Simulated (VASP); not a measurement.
# Cu3O (Fm-3m) in VASP: further runs

The runs below take Cu3O through single point, with PBE.

All numbers are computed with VASP 6.6.1; they aren't measurements. Logs are shortened: lines on timing, memory, paths and dates and some standing lists are left out, and cuts for length are marked.

### 1 The cell of the first run

Symmetry: Fm-3m, No. 225, cubic system. The conventional cell has a = 5.679 Å, b = 5.679 Å, c = 5.679 Å, α = 90.00°, β = 90.00°, γ = 90.00°. Cu (site symmetry -43m) has 10 Cu at 2.46 to 2.84 Å and 4 O at 2.46 Å within 3.2 Å. Cu (site symmetry m-3m) has 8 Cu at 2.46 Å and 6 O at 2.84 Å within 3.2 Å. Within 3.2 Å of O (site symmetry m-3m) lie 14 Cu at 2.46 to 2.84 Å.

### 2 Single point, PBE, collinear spin, ferromagnetic start

Input file INCAR:

```
PREC = Accurate
ENCUT = 520
EDIFF = 1E-7
ISMEAR = 0
SIGMA = 0.1
LREAL = False
LASPH = True
NELM = 150
ALGO = Normal
ISIF = 2
LWAVE = False
LCHARG = False
ISPIN = 2
MAGMOM = 1 1 1 0
LORBIT = 11
LMAXMIX = 4
GGA = PE
NBANDS = 32
```

Input file KPOINTS:

```
Automatic mesh
0
Gamma
  6 6 6
```

Input file POSCAR:

```
Cu3O
1.0
    0.0000000000      2.8394418700      2.8394418700
    2.8394418700      0.0000000000      2.8394418700
    2.8394418700      2.8394418700      0.0000000000
Cu O
3 1
Direct
    0.2500000000      0.2500000000      0.2500000000
    0.7500000000      0.7500000000      0.7500000000
    0.5000000000      0.5000000000      0.5000000000
    0.0000000000      0.0000000000      0.0000000000
```

Potentials or basis: VASP PAW PBE potentials, release 64 (Cu, O).

On the command line:

```
$ cat potpaw_PBE.64/Cu/POTCAR potpaw_PBE.64/O/POTCAR > POTCAR
$ mpirun -np 1 vasp_std > vasp.out
```

OUTCAR:

```text
PREC = Accurate
   ENCUT = 520
   EDIFF = 1E-7
   ISMEAR = 0
   LREAL = False
   LASPH = True
   NELM = 150
   ISIF = 2
   ISPIN = 2
   LORBIT = 11
   GGA = PE

 ion  position               nearest neighbor table
   1  0.250  0.250  0.250-   3 2.46   3 2.46   3 2.46   3 2.46
   2  0.750  0.750  0.750-   3 2.46   3 2.46   3 2.46   3 2.46
   3  0.500  0.500  0.500-   1 2.46   1 2.46   1 2.46   1 2.46   2 2.46   2 2.46   2 2.46   2 2.46

   4  0.000  0.000  0.000-

  LATTYP: Found a face centered cubic cell.
 ALAT       =     5.6788837400

  Lattice vectors:

 A1 = (   0.0000000000,   2.8394418700,   2.8394418700)
 A2 = (   2.8394418700,   0.0000000000,   2.8394418700)
 A3 = (   2.8394418700,   2.8394418700,   0.0000000000)

Analysis of symmetry for initial positions (statically):
=====================================================================
 Subroutine PRICEL returns:
 Original cell was already a primitive cell.

 Routine SETGRP: Setting up the symmetry group for a
 face centered cubic supercell.

 Subroutine GETGRP returns: Found 48 space group operations
 (whereof 48 operations were pure point group operations)
 out of a pool of 48 trial point group operations.

The static configuration has the point symmetry O_h .

Analysis of symmetry for dynamics (positions and initial velocities):
=====================================================================
 Subroutine PRICEL returns:
 Original cell was already a primitive cell.

 Routine SETGRP: Setting up the symmetry group for a
 face centered cubic supercell.

 Subroutine GETGRP returns: Found 48 space group operations
 (whereof 48 operations were pure point group operations)
 out of a pool of 48 trial point group operations.

The dynamic configuration has the point symmetry O_h .

Analysis of structural, dynamic, and magnetic symmetry:
=====================================================================
 Subroutine PRICEL returns:
 Original cell was already a primitive cell.

 Routine SETGRP: Setting up the symmetry group for a
 face centered cubic supercell.

 Subroutine GETGRP returns: Found 48 space group operations
 (whereof 48 operations were pure point group operations)
 out of a pool of 48 trial point group operations.

The overall configuration has the point symmetry O_h .

 Subroutine INISYM returns: Found 48 space group operations
 (whereof 48 operations are pure point group operations),
 and found     1 'primitive' translations

[... 115 lines left out ...]
   LHFCALC =     F    Hartree Fock is set to
   AEXX    =    0.0000 exact exchange contribution
   IVDW    =     0    specifies the selected vdW correction
   LEPSILON=     F    determine dielectric tensor
   LRPA    =     F    only Hartree local field effects (RPA)
 spin polarized calculation
 Gauss-broadening in eV      SIGMA  =   0.10
  energy-cutoff  :      520.00
  volume of cell :       45.79
 maximum number of plane-waves:      1258
 NGX is ok and might be reduce to    30
   NGX = 15   NGY = 15   NGZ = 15

 number of electron      39.0000049 magnetization       0.0000172

 number of electron      39.0000049 magnetization      -0.0000049

 Free energy of the ion-electron system (eV)
  ---------------------------------------------------
  ext. energy  EPLUGINS =         0.00000000
  ---------------------------------------------------
  free energy    TOTEN  =       -15.16429674 eV

  energy without entropy =      -15.15677695  energy(sigma->0) =      -15.16053684

 E-fermi :   5.6914     XC(G=0): -12.2073

 val. band max:        5.6642625827   @ k =   0.5000   0.1667   0.0000
 cond. band min:       5.8533906763   @ k =   0.5000   0.3333   0.1667
 fundamental gap:      0.1891280936
 Fermi energy:         5.6914316597

 spin component 1

 k-point     1 :       0.0000    0.0000    0.0000
  band No.  band energies     occupation
      1     -11.7011      1.00000
      2       0.3783      1.00000
      3       1.6423      1.00000
      4       1.6423      1.00000
      5       1.6423      1.00000
      6       2.4934      1.00000
[... 533 lines left out ...]
     30      24.1460      0.00000
     31      24.3754      0.00000
 Fermi energy:         5.6914316597

 spin component 2

 k-point     1 :       0.0000    0.0000    0.0000
  band No.  band energies     occupation
      1     -11.7011      1.00000
      2       0.3783      1.00000
      3       1.6423      1.00000
      4       1.6423      1.00000
      5       1.6423      1.00000
      6       2.4934      1.00000
[... 533 lines left out ...]
     30      24.1460      0.00000
     31      24.3754      0.00000
 [bands above 31 left out]

------------------------ aborting loop because EDIFF is reached ----------------------------------------

  FORCE on cell =-STRESS in cart. coord.  units (eV):
  Direction    XX          YY          ZZ          XY          YZ          ZX
  --------------------------------------------------------------------------------------
  -------------------------------------------------------------------------------------
  Total       -0.8262964     -0.8262964     -0.8262964      0.0000000     -0.0000000      0.0000000
  in kB      -28.9146223    -28.9146223    -28.9146223      0.0000000     -0.0000000      0.0000000
  external PRESSURE =     -28.9146223 kB  Pullay stress =       0.0000000 kB

 VOLUME and BASIS-vectors are now :
 -----------------------------------------------------------------------------
  energy-cutoff  :      520.00
  volume of cell :       45.79
      direct lattice vectors                 reciprocal lattice vectors
     0.000000000  2.839441870  2.839441870    -0.176090944  0.176090944  0.176090944
     2.839441870  0.000000000  2.839441870     0.176090944 -0.176090944  0.176090944
     2.839441870  2.839441870  0.000000000     0.176090944  0.176090944 -0.176090944

 POSITION                                       TOTAL-FORCE (eV/Angst)
 -----------------------------------------------------------------------------------
      1.41972      1.41972      1.41972        -0.000000      0.000000      0.000000
      4.25916      4.25916      4.25916         0.000000      0.000000      0.000000
      2.83944      2.83944      2.83944         0.000000     -0.000000     -0.000000
      0.00000      0.00000      0.00000         0.000000     -0.000000     -0.000000
 -----------------------------------------------------------------------------------
    total drift:                                0.000000     -0.000000      0.000000

  FREE ENERGIE OF THE ION-ELECTRON SYSTEM (eV)
  ---------------------------------------------------
  free  energy   TOTEN  =       -15.1642967368 eV

  energy  without entropy=      -15.1567769522  energy(sigma->0) =      -15.16053684

 total charge

# of ion       s       p       d       tot
------------------------------------------
    1        0.369   0.258   9.234   9.861
    2        0.369   0.258   9.234   9.861
    3        0.434   0.304   9.253   9.992
    4        1.619   3.153   0.000   4.772
--------------------------------------------------
tot          2.791   3.972  27.721  34.485

 magnetization (x)

# of ion       s       p       d       tot
------------------------------------------
    1        0.000   0.000  -0.000   0.000
    2        0.000   0.000  -0.000   0.000
    3       -0.000   0.000   0.000   0.000
    4        0.000   0.000   0.000   0.000
--------------------------------------------------
tot          0.000   0.000  -0.000   0.000
```

It took 33 s on 1 thread of AMD EPYC 9R45 (Zen 5), shared host; peak memory 0.16 GiB.

Results:

```
Free energy                                           : -15.1643 eV
Pressure                                              : -2.9 GPa
Net moment                                            : 0.00 μB per cell
Valence electrons inside the program's atomic spheres : Cu 9.86, 9.99; O 4.77
```

Levels at points of the mesh, in eV from the Fermi level:
Spin up:
| k point | band 17 | band 18 | band 19 | band 20 | band 21 | band 22 | band 23 | band 24 |
| --- | --- | --- | --- | --- | --- | --- | --- | --- |
| (0.00, 0.00, 0.00) | -0.98 | -0.58 | -0.58 | -0.58 | 6.90 | 6.90 | 6.90 | 8.67 |
| (0.50, 0.00, 0.00) | -1.19 | -1.19 | -0.24 | -0.24 | 1.84 | 5.41 | 5.41 | 8.57 |
| (0.50, 0.50, 0.00) | -1.00 | -0.85 | -0.85 | 0.44 | 2.63 | 4.75 | 4.95 | 4.95 |
Spin down:
```csv
k point,band 17,band 18,band 19,band 20,band 21,band 22,band 23,band 24
"(0.00, 0.00, 0.00)",-0.98,-0.58,-0.58,-0.58,6.90,6.90,6.90,8.67
"(0.50, 0.00, 0.00)",-1.19,-1.19,-0.24,-0.24,1.84,5.41,5.41,8.57
"(0.50, 0.50, 0.00)",-1.00,-0.85,-0.85,0.44,2.63,4.75,4.95,4.95
```

With open d or f shells a metallic result of PBE can be an artefact of self-interaction; +U or a hybrid may open a gap.

### 3 Single point, PBE

This run uses another cell than the first one, of 11.17 Å³/atom, 0.976 times its volume.

Input file INCAR:

```
PREC = Accurate
ENCUT = 520
EDIFF = 1E-6
ISMEAR = 0
SIGMA = 0.1
LREAL = F
LASPH = T
NELM = 100
ALGO = Normal
ISIF = 2
LWAVE = F
LCHARG = T
GGA = PE
LELF = T
LVHAR = T
NBANDS = 28
```

Input file KPOINTS:

```
regular mesh
0
Gamma
  14 14 14
```

Input file POSCAR:

```
Cu3O
1.0
    0.0000000000      2.8164874911      2.8164874911
    2.8164874911      0.0000000000      2.8164874911
    2.8164874911      2.8164874911      0.0000000000
Cu O
3 1
Direct
    0.2500000000      0.2500000000      0.2500000000
    0.7500000000      0.7500000000      0.7500000000
    0.5000000000      0.5000000000      0.5000000000
    0.0000000000      0.0000000000      0.0000000000
```

Potentials or basis: VASP PAW PBE potentials, release 64 (Cu, O).

On the command line:

```
$ cat potpaw_PBE.64/Cu/POTCAR potpaw_PBE.64/O/POTCAR > POTCAR
$ mpirun -np 1 vasp_std > vasp.out
```

OUTCAR:

```text
PREC = Accurate
   ENCUT = 520
   EDIFF = 1E-6
   ISMEAR = 0
   LREAL = F
   LASPH = T
   NELM = 100
   ISIF = 2
   GGA = PE

 ion  position               nearest neighbor table
   1  0.250  0.250  0.250-   3 2.44   3 2.44   3 2.44   3 2.44
   2  0.750  0.750  0.750-   3 2.44   3 2.44   3 2.44   3 2.44
   3  0.500  0.500  0.500-   1 2.44   1 2.44   1 2.44   1 2.44   2 2.44   2 2.44   2 2.44   2 2.44

   4  0.000  0.000  0.000-

  LATTYP: Found a face centered cubic cell.
 ALAT       =     5.6329749822

  Lattice vectors:

 A1 = (   0.0000000000,   2.8164874911,   2.8164874911)
 A2 = (   2.8164874911,   0.0000000000,   2.8164874911)
 A3 = (   2.8164874911,   2.8164874911,   0.0000000000)

Analysis of symmetry for initial positions (statically):
=====================================================================
 Subroutine PRICEL returns:
 Original cell was already a primitive cell.

 Routine SETGRP: Setting up the symmetry group for a
 face centered cubic supercell.

 Subroutine GETGRP returns: Found 48 space group operations
 (whereof 48 operations were pure point group operations)
 out of a pool of 48 trial point group operations.

The static configuration has the point symmetry O_h .

Analysis of symmetry for dynamics (positions and initial velocities):
=====================================================================
 Subroutine PRICEL returns:
 Original cell was already a primitive cell.

 Routine SETGRP: Setting up the symmetry group for a
 face centered cubic supercell.

 Subroutine GETGRP returns: Found 48 space group operations
 (whereof 48 operations were pure point group operations)
 out of a pool of 48 trial point group operations.

The dynamic configuration has the point symmetry O_h .

[... 116 lines left out ...]
   EFERMI =   0.00;   METHOD = LEGACY
   ISMEAR =     0;   SIGMA  =   0.10  broadening in eV -4-tet -1-fermi 0-gaus
   EFERMI_NEDOS =   21; number of points for ismear=-14 and -15
   IALGO  =     38    algorithm
   IMIX   =      4    mixing-type and parameters
     AMIX     =   0.40;   BMIX     =  1.00
     AMIX_MAG =   1.60;   BMIX_MAG =  1.00
  volume/ion in A,a.u.               =      11.17        75.39
  Fermi-wavevector in a.u.,A,eV,Ry     =   1.564511  2.956497 33.302896  2.447694
  Thomas-Fermi vector in A             =   2.667124
   LORBIT       =      0    0 simple, 1 ext, 2 COOP (PROOUT), +10 PAW based schemes
   GGA     = PE    functional components
   LHFCALC =     F    Hartree Fock is set to
   AEXX    =    0.0000 exact exchange contribution
   IVDW    =     0    specifies the selected vdW correction
   LEPSILON=     F    determine dielectric tensor
   LRPA    =     F    only Hartree local field effects (RPA)
 non-spin polarized calculation
 Gauss-broadening in eV      SIGMA  =   0.10
  energy-cutoff  :      520.00
  volume of cell :       44.68
 maximum number of plane-waves:      1243
 NGX is ok and might be reduce to    30
   NGX = 15   NGY = 15   NGZ = 15

 number of electron      39.0000046 magnetization

 Free energy of the ion-electron system (eV)
  ---------------------------------------------------
  ext. energy  EPLUGINS =         0.00000000
  ---------------------------------------------------
  free energy    TOTEN  =       -15.18940935 eV

  energy without entropy =      -15.18556168  energy(sigma->0) =      -15.18748552

 E-fermi :   6.0166     XC(G=0): -12.3442

 val. band max:        6.0132792390   @ k =  -0.2143   0.2857   0.0714
 cond. band min:       6.1046659562   @ k =   0.5000   0.2857   0.1429
 fundamental gap:      0.0913867173
 Fermi energy:         6.0165999588

 k-point     1 :       0.0000    0.0000    0.0000
  band No.  band energies     occupation
      1     -11.5242      2.00000
      2       0.6094      2.00000
      3       1.8001      2.00000
      4       1.8001      2.00000
      5       1.8001      2.00000
      6       2.6767      2.00000
[... 733 lines left out ...]
     27      19.5974      0.00000
     28      19.7847      0.00000

 [... further k-points ...]

------------------------ aborting loop because EDIFF is reached ----------------------------------------

  FORCE on cell =-STRESS in cart. coord.  units (eV):
  Direction    XX          YY          ZZ          XY          YZ          ZX
  --------------------------------------------------------------------------------------
  -------------------------------------------------------------------------------------
  Total        0.0225543      0.0225543      0.0225543      0.0000000     -0.0000000      0.0000000
  in kB        0.8086967      0.8086967      0.8086967      0.0000000     -0.0000000      0.0000000
  external PRESSURE =       0.8086967 kB  Pullay stress =       0.0000000 kB

 VOLUME and BASIS-vectors are now :
 -----------------------------------------------------------------------------
  energy-cutoff  :      520.00
  volume of cell :       44.68
      direct lattice vectors                 reciprocal lattice vectors
     0.000000000  2.816487491  2.816487491    -0.177526086  0.177526086  0.177526086
     2.816487491  0.000000000  2.816487491     0.177526086 -0.177526086  0.177526086
     2.816487491  2.816487491  0.000000000     0.177526086  0.177526086 -0.177526086

 POSITION                                       TOTAL-FORCE (eV/Angst)
 -----------------------------------------------------------------------------------
      1.40824      1.40824      1.40824        -0.000000     -0.000000     -0.000000
      4.22473      4.22473      4.22473         0.000000      0.000000      0.000000
      2.81649      2.81649      2.81649        -0.000000     -0.000000     -0.000000
      0.00000      0.00000      0.00000        -0.000000     -0.000000     -0.000000
 -----------------------------------------------------------------------------------
    total drift:                                0.000000     -0.000000      0.000000

  FREE ENERGIE OF THE ION-ELECTRON SYSTEM (eV)
  ---------------------------------------------------
  free  energy   TOTEN  =       -15.1894093480 eV

  energy  without entropy=      -15.1855616826  energy(sigma->0) =      -15.18748552
```

OSZICAR:

```text
N       E                     dE             d eps       ncg     rms          rms(c)
DAV:   1     0.302641086946E+03    0.30264E+03   -0.17316E+04  6072   0.231E+03
DAV:   2     0.163596582619E+02   -0.28628E+03   -0.27210E+03  5860   0.385E+02
DAV:   3    -0.183629144513E+02   -0.34723E+02   -0.32796E+02  6828   0.157E+02
DAV:   4    -0.196996698196E+02   -0.13368E+01   -0.13207E+01  7384   0.361E+01
DAV:   5    -0.197122700614E+02   -0.12600E-01   -0.12597E-01  6940   0.348E+00    0.177E+01
DAV:   6    -0.220495738860E+02   -0.23373E+01   -0.40578E+01  7900   0.156E+02    0.190E+01
DAV:   7    -0.152553621279E+02    0.67942E+01   -0.34307E+01  7764   0.828E+01    0.316E+00
DAV:   8    -0.152328970755E+02    0.22465E-01   -0.17817E+00  8116   0.143E+01    0.116E+00
DAV:   9    -0.152017471024E+02    0.31150E-01   -0.22398E-01  7196   0.805E+00    0.873E-01
DAV:  10    -0.152003002472E+02    0.14469E-02   -0.16386E-02  8140   0.294E+00    0.793E-01
DAV:  11    -0.151972524853E+02    0.30478E-02   -0.18252E-03  8856   0.588E-01    0.666E-01
DAV:  12    -0.151898458603E+02    0.74066E-02   -0.38244E-02  8104   0.350E+00    0.180E-01
DAV:  13    -0.151894207394E+02    0.42512E-03   -0.20175E-03  8236   0.677E-01    0.386E-02
DAV:  14    -0.151894094820E+02    0.11257E-04   -0.95571E-05  8124   0.111E-01    0.603E-03
DAV:  15    -0.151894093480E+02    0.13400E-06   -0.17844E-06  5032   0.378E-02
   1 F= -.15189409E+02 E0= -.15187486E+02  d E =-.384767E-02
```

Wall time 74 s (1 thread of AMD EPYC 9R45 (Zen 5), shared host); peak memory 0.21 GiB.

Results:

* Free energy: -15.1894 eV
* Pressure: 0.1 GPa

Levels at points of the mesh, in eV from the Fermi level:
```csv
k point,band 16,band 17,band 18,band 19,band 20,band 21,band 22,band 23,band 24,band 25
"(0.00, 0.00, 0.00)",-1.03,-1.03,-0.62,-0.62,-0.62,6.94,6.94,6.94,8.76,8.76
"(0.50, 0.00, 0.00)",-1.35,-1.25,-1.25,-0.27,-0.27,1.87,5.43,5.43,8.75,10.66
"(0.50, 0.50, 0.00)",-1.05,-1.05,-0.89,-0.89,0.43,2.67,4.83,4.99,4.99,11.24
```

Caveat: an odd number of electrons without spin polarisation forces a metal; a magnetic or distorted state may lie lower. With open d or f shells a metallic result of PBE can be an artefact of self-interaction; +U or a hybrid may open a gap.
